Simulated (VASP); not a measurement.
Here is a VASP 6.6.1 calculation.

Contents of INCAR:

```
SYSTEM = TiSi2
ALGO = Normal ; EDIFF = 1E-7
ENCUT = 520 ; GGA = CA
ISIF = 2 ; ISMEAR = -1
LASPH = .True. ; LCHARG = .True.
LDAU = .True. ; LDAUJ = 0 0
LDAUL = 2 -1 ; LDAUPRINT = 1
LDAUTYPE = 2 ; LDAUU = 4 0
LELF = .True. ; LMAXMIX = 4
LREAL = .False. ; LVHAR = .True.
LWAVE = .False. ; NBANDS = 17
NELM = 150 ; PREC = Accurate
SIGMA = 0.05
```

File KPOINTS:

```
k-points
0
Gamma
  7 7 10
  0 0 0
```

The input POSCAR:

```
TiSi2
1.0
    4.3746400000      0.0000000000      0.0000000000
   -2.1873200000      3.7885500000      0.0000000000
    0.0000000000      0.0000000000      2.5610100000
Ti Si
1 2
Direct
    0.0000000000      0.0000000000      0.0000000000
    0.3333300000      0.6666700000      0.5000000000
    0.6666700000      0.3333300000      0.5000000000
```

Potentials or basis: VASP PAW LDA potentials, release 64 (Ti_sv, Si).

Run with:

```console
$ cat potpaw_LDA.64/Ti_sv/POTCAR potpaw_LDA.64/Si/POTCAR > POTCAR
$ mpirun -np 1 vasp_std > vasp.out
```

Task: Estimate the band gap on the k mesh.

Result: Zero (band 10 reaches 11.36 eV, above the bottom of band 11 at 8.74 eV).

Task: Estimate the pressure.

Result: -2.2 GPa.

Eigenvalues of the final occupation matrices:
```tsv
site	spin	trace	eigenvalues
site 1 d	1	0.99	0.15 0.15 0.18 0.18 0.34
site 1 d	2	0.99	0.15 0.15 0.18 0.18 0.34
```

Caveat: U without spin polarisation on a metal has little footing; the U is typed as a test and isn't derived for this compound.
